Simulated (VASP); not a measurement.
**PtF2: single point with PBE**

PtF2:

```xyz
6
Lattice="4.3250 0.0000 0.0000 -2.1625 3.7456 0.0000 0.0000 0.0000 5.6854" Properties=species:S:1:pos:R:3 pbc="T T T"
Pt    2.1625    1.2485    1.4213
Pt    0.0000    2.4971    4.2640
F     0.0000    0.0000    0.0000
F     0.0000    2.4971    1.4213
F     2.1625    1.2485    4.2640
F     0.0000    0.0000    2.8427
```

The cell was generated, and may not be a known phase.

```
Program             : VASP 6.6.1
Task                : single point
Functional          : PBE
Potentials or basis : VASP PAW PBE potentials, release 64 (Pt, F)
Cutoff              : 520 eV
k mesh              : 6 × 6 × 4
Occupations         : gaussian, width 0.1 eV
Spin                : no spin polarisation
```

```yaml
Pressure: -16.0 GPa
Band_gap_on_the_k_mesh: zero (bands 24 and 25 overlap by 0.36 eV)
```

Stress tensor (GPa, compression positive):
```
-19.63   0.00   0.00
  0.00 -19.63   0.00
  0.00   0.00  -8.74
```

Levels at points of the mesh, in eV from the Fermi level:
```csv
k point,band 21,band 22,band 23,band 24,band 25,band 26,band 27,band 28
"(0.00, 0.00, 0.00)",0.01,0.01,0.06,0.06,0.24,0.37,0.37,3.99
"(0.50, 0.00, 0.00)",-0.41,-0.40,-0.34,-0.18,-0.01,0.02,3.32,3.42
"(0.00, 0.00, 0.50)",-0.13,-0.13,0.27,0.27,0.27,0.27,2.12,2.12
"(0.50, 0.00, 0.50)",-0.31,-0.31,0.03,0.03,0.05,0.05,3.73,3.73
```

It took 2.4 min on 1 thread of Oxide Virtual Turin-like Processor (shared host), peak memory 0.19 GiB.

Caveat: the stress differs along the axes, from -20 to -9 GPa; spin-orbit coupling is left out, which moves the levels of the heavy elements.
